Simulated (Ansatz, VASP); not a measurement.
## SiW3: VASP beside Ansatz

```
CELL_PARAMETERS angstrom
-2.57720 2.57720 2.57720
2.57720 -2.57720 2.57720
2.57720 2.57720 -2.57720
ATOMIC_POSITIONS crystal
Si 0.00000 0.00000 0.00000
W 0.51940 0.51940 0.00000
W 0.50000 0.00000 0.50000
W 0.00000 0.50000 0.50000
```

Alike in both runs: task single point; functional PBEsol; k mesh 14 × 14 × 14; occupations gaussian, width 0.15 eV; no spin polarisation.

|  | VASP | Ansatz |
| --- | --- | --- |
| version | VASP 6.6.1 | Ansatz 0.2.0 |
| potentials or method | VASP PAW PBE potentials, release 64 (Si, W_sv), cutoff 520 eV | scalar-relativistic, plane waves, PAW |
| valence electrons in the cell | 46 | 46 |

Ansatz gave:

| Property | Result |
| --- | --- |
| gap on the k mesh at the Fermi level (eV) | none |
| pressure (GPa) | 0.3 |
| traceless stress, the component that is largest in VASP (GPa) | 1.20 |
| rms of the force components (eV/Å) | 0.353 |

**Question.** Which values does VASP return?

**Answer.** gap on the k mesh at the Fermi level (eV): none; pressure (GPa): 0.8; traceless stress, the component that is largest in VASP (GPa): 1.21; rms of the force components (eV/Å): 0.354.

VASP's potentials were made for PBE, not for PBEsol. Atom by atom the forces differ by 0.002 eV/Å (rms over components). A gap of «none» marks a metal or a gap that the smearing closes. With one functional, cell and mesh, what is left measures potentials, basis and numerics.

Spin-orbit coupling is off throughout.
